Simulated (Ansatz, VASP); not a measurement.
## MgO in VASP and in Ansatz

File POSCAR:

```
MgO
1.0
    0.0000000000      2.1351500000      2.1351500000
    2.1351500000      0.0000000000      2.1351500000
    2.1351500000      2.1351500000      0.0000000000
Mg O
1 1
Direct
    0.0439079222     -0.0439079222      0.0439079222
    0.5000000000      0.5000000000      0.5000000000
```

The input INCAR.step1:

```
PREC = Accurate ; ENCUT = 750
ISMEAR = 0 ; SIGMA = 0.05
LREAL = F ; LASPH = T
NELM = 120 ; NBANDS = 15
GGA = PE ; ALGO = Normal
EDIFF = 1E-5 ; LWAVE = T
LCHARG = F ; GGA_COMPAT = F
```

Contents of INCAR.step2:

```
PREC = Accurate ; ENCUT = 750
EDIFF = 1E-6 ; ISMEAR = 0
SIGMA = 0.05 ; LREAL = F
LASPH = T ; NELM = 120
ALGO = Normal ; ISIF = 2
LWAVE = F ; LCHARG = F
METAGGA = R2SCAN ; LMIXTAU = T
NBANDS = 15 ; ISTART = 1
GGA_COMPAT = F
```

Contents of KPOINTS:

```
regular mesh
0
Gamma
  10 10 10
```

Input for Ansatz:

```yaml
crystal:
  lattice:
    - [0.0, 2.13515, 2.13515]
    - [2.13515, 0.0, 2.13515]
    - [2.13515, 2.13515, 0.0]
  atoms:
    - { symbol: Mg, position: [0.0439079222, -0.0439079222, 0.0439079222] }
    - { symbol: O, position: [0.5, 0.5, 0.5] }
basis:
  ecutwfc: 500
kpoints:
  mp_grid: { grid: [10, 10, 10] }
hamiltonian:
  xc: r2scan
scf:
  occupations: { method: gaussian, width: 0.05 }
output:
  forces: true
  stress: true
  eigenvalues: true
```

Change from the starting cell: all Mg atoms moved +0.188 Å, as atom 1 along Cartesian [0 1 0].

Alike in both runs: task single point; functional r2SCAN; k mesh 10 × 10 × 10; occupations gaussian, width 0.05 eV; no spin polarisation.

|  | VASP | Ansatz |
| --- | --- | --- |
| version | VASP 6.6.1 | Ansatz 0.2.0 |
| potentials or method | VASP PAW PBE potentials, release 64 (Mg_sv, O), cutoff 750 eV | scalar-relativistic, plane waves, PAW |
| valence electrons in the cell | 16 | 16 |

Ansatz gave:

```
gap on the k mesh at the Fermi level (eV)                     : 5.21
least direct gap on the mesh (eV)                             : 5.21
pressure (GPa)                                                : -3.9
traceless stress, the component that is largest in VASP (GPa) : 7.44
rms of the force components (eV/Å)                            : 0.618
```

Question: What did VASP give for the same quantities?

Answer: gap on the k mesh at the Fermi level (eV): 5.24; least direct gap on the mesh (eV): 5.24; pressure (GPa): -4.2; traceless stress, the component that is largest in VASP (GPa): 7.53; rms of the force components (eV/Å): 0.633.

VASP's potentials were made for PBE, not for r2SCAN. Atom by atom the forces differ by 0.016 eV/Å (rms over components).
